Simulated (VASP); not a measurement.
Wanted: the native input for a VASP 6.6.1 run.

| Item | Value |
| --- | --- |
| Task | single point |
| Functional | LDA |
| Potentials or basis | VASP PAW LDA potentials, release 64 (Zn) |
| Cutoff | 520 eV |
| k mesh | 17 × 17 × 9 |
| Occupations | fermi-dirac, width 0.1 eV |
| Spin | no spin polarisation |
| Dipole correction | no |
| Further INCAR settings | ALGO = Normal; EDIFF = 1e-06; NBANDS = 19 |

The structure of Zn lies in POSCAR:

```
Zn
1.0
   -1.9807464236      1.6577832956      1.3295661591
    1.6577832956     -1.9807464236      1.3295661591
    3.3585758690      3.3585758690     -1.9210737195
Zn
2
Direct
    0.9505988317      0.0494011683      1.0000000000
    0.7994011683      0.2005988317      0.5000000000
```

These files were run (other wordings do the same):

INCAR

```
PREC = Accurate ; ENCUT = 520
EDIFF = 1E-6 ; ISMEAR = -1
SIGMA = 0.1 ; LREAL = False
LASPH = True ; NELM = 100
ALGO = Normal ; ISIF = 2
LWAVE = False ; LCHARG = False
NBANDS = 19
```

KPOINTS

```
regular mesh
0
Gamma
  17 17 9
```

Potentials or basis: VASP PAW LDA potentials, release 64 (Zn).

Launch:

```bash
$ cat potpaw_LDA.64/Zn/POTCAR > POTCAR
$ mpirun -np 1 vasp_std > vasp.out
```

It gave:

```
Pressure               : -8.2 GPa
Largest force          : 0.050 eV/Å
Band gap on the k mesh : zero (bands 12 and 13 overlap by 2.61 eV)
```

Caveat: the cell stands under tension.

It took 2.8 min on 1 thread of Intel(R) Xeon(R) Platinum 8488C (Sapphire Rapids) (shared host), peak memory 0.4 GiB.
